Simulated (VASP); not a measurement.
## Zn7PdO8: single point with PBEsol+U

The system is Zn7PdO8.

```
CELL_PARAMETERS angstrom
6.49880 0.00000 0.00000
-3.24940 5.62813 0.00000
0.00000 0.00000 5.20380
ATOMIC_POSITIONS crystal
Pd 0.16667 0.33333 0.00551
Zn 0.16257 0.83128 0.00218
Zn 0.66872 0.33743 0.00218
Zn 0.66872 0.83128 0.00218
Zn 0.33641 0.16359 0.49875
Zn 0.33641 0.67282 0.49875
Zn 0.82718 0.16359 0.49875
Zn 0.83333 0.66667 0.50054
O 0.16667 0.33333 0.41018
O 0.16451 0.83225 0.37936
O 0.66775 0.33549 0.37936
O 0.66775 0.83225 0.37936
O 0.34677 0.15323 0.87342
O 0.34677 0.69353 0.87342
O 0.80647 0.15323 0.87342
O 0.83333 0.66667 0.87948
```

```yaml
Program: VASP 6.6.1
Task: single point
Functional: PBEsol
Potentials_or_basis: VASP PAW PBE potentials, release 64 (Pd, Zn, O)
Cutoff: 520 eV
k_mesh: 3 × 3 × 3
Occupations: gaussian, width 0.05 eV
Spin: collinear spin
Starting_moments: "[1.1, 0.01, 0.01, 0.02, 0.01, 0.01, 0.01, 0.0, 0.19, 0.0, 0.0, 0.0, 0.17, 0.2, 0.2, 0.0] μB"
Hubbard_terms: Pd d U = 2.0 eV
Dipole_correction: no
Further_INCAR_settings: LREAL = Auto; ALGO = Normal; EDIFF = 1e-07; NBANDS = 89
```

The pressure is 3.3 GPa, the largest force is 0.267 eV/Å and the net moment is 2.07 μB per cell. The site moments are Pd +1.23; Zn +0.01, +0.00 (each value once); O +0.16, +0.00, +0.17 (each value once) μB. The valence electrons inside the program's atomic spheres are Pd 9.30; Zn 10.92, 10.89, 10.88 (each value once); O 4.96, 4.99, 4.97 (each value once).

Forces on the atoms (eV/Å):
```
Pd   0.000  0.000 -0.067
Zn  -0.013 -0.008  0.022
Zn   0.000  0.015  0.022
Zn   0.013 -0.008  0.022
Zn   0.010 -0.006 -0.006
Zn   0.000  0.012 -0.006
Zn  -0.010 -0.006 -0.006
Zn   0.000  0.000 -0.001
O    0.000  0.000 -0.156
O   -0.001 -0.001 -0.012
O    0.000  0.002 -0.012
O    0.001 -0.001 -0.012
O   -0.223  0.129  0.073
O    0.000 -0.257  0.073
O    0.223  0.129  0.073
O    0.000  0.000 -0.006
```

Stress tensor (GPa, compression positive):
```
3.20 0.00 0.00
0.00 3.20 0.00
0.00 0.00 3.55
```

Levels at points of the mesh, in eV from the Fermi level:
Spin up:
| k point | band 68 | band 69 | band 70 | band 71 | band 72 | band 73 | band 74 | band 75 | band 76 | band 77 |
| --- | --- | --- | --- | --- | --- | --- | --- | --- | --- | --- |
| (0.00, 0.00, 0.00) | -1.25 | -1.25 | -0.77 | -0.35 | -0.35 | -0.09 | 4.38 | 4.99 | 4.99 | 4.99 |
Spin down:
```csv
k point,band 68,band 69,band 70,band 71,band 72,band 73
"(0.00, 0.00, 0.00)",-1.12,-1.12,-0.03,0.28,0.43,0.43
```

Eigenvalues of the final occupation matrices:
```
    site  spin  trace               eigenvalues
site 1 d     1   4.86  0.96 0.96 0.98 0.98 0.98
site 1 d     2   3.69  0.36 0.70 0.70 0.96 0.96
```

It took 2.9 min on 1 × NVIDIA H100 80GB with 1 thread of AMD EPYC 7R13 Processor (Zen 3), on a shared host, peak memory 1.5 GiB.

Caveat: the k points lie up to 0.40 Å⁻¹ apart; the PAW data sets were made with another functional, which shifts forces and pressure a little.
